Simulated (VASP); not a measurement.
Runs of VASP 6.6.1 on ScSi2. The structure is that of space group P6/mmm (No. 191), or close to it. The cells are those of the table. 

| level | U | cell | gap on the mesh (eV) | pressure (GPa) |
| --- | --- | --- | --- | --- |
| PBE | - | a = 4.144, b = 4.144, c = 3.784 Å, angles 90.0, 90.0, 120.0°, 3 atoms | none | -6.9 |
| PBE | - | a = 4.076, b = 4.076, c = 3.697 Å, angles 90.0, 90.0, 120.0°, 3 atoms | none | (b) |
| PBE+U | Sc d U = 3.0 eV | a = 4.033, b = 4.033, c = 3.631 Å, angles 90.0, 90.0, 120.0°, 3 atoms | none | (c) |
| PBE | - | a = 4.033, b = 4.033, c = 3.631 Å, angles 90.0, 90.0, 120.0°, 3 atoms | none | 0.0 |
| PBE | - | a = 3.996, b = 3.996, c = 3.551 Å, angles 90.0, 90.0, 120.0°, 3 atoms | none | 4.0 |
| PBE | - | a = 3.984, b = 3.984, c = 3.517 Å, angles 90.0, 90.0, 120.0°, 3 atoms | none | 5.6 |
| PBE | - | a = 4.013, b = 4.013, c = 3.595 Å, angles 90.0, 90.0, 120.0°, 3 atoms | none | 2.0 |
| PBE | - | a = 4.110, b = 4.110, c = 3.741 Å, angles 90.0, 90.0, 120.0°, 3 atoms | none | (a) |

Alike in all rows: task single point; potentials or basis VASP PAW PBE potentials, release 64 (Sc_sv, Si); no spin polarisation; k mesh 10 × 10 × 10; cutoff (eV) 520; smearing gaussian 0.05 eV.

**Question.** Estimate the missing entries.

**Answer.** (a) -5.2; (b) -3.2; (c) 3.4.

Caveats: the cell stands under tension (at least some runs); the cell stands under pressure (at least some runs); U without spin polarisation on a metal has little footing (at least some runs); the U is typed as a test and isn't derived for this compound (at least some runs).

A gap of «none» marks levels without a gap at the run's occupations.
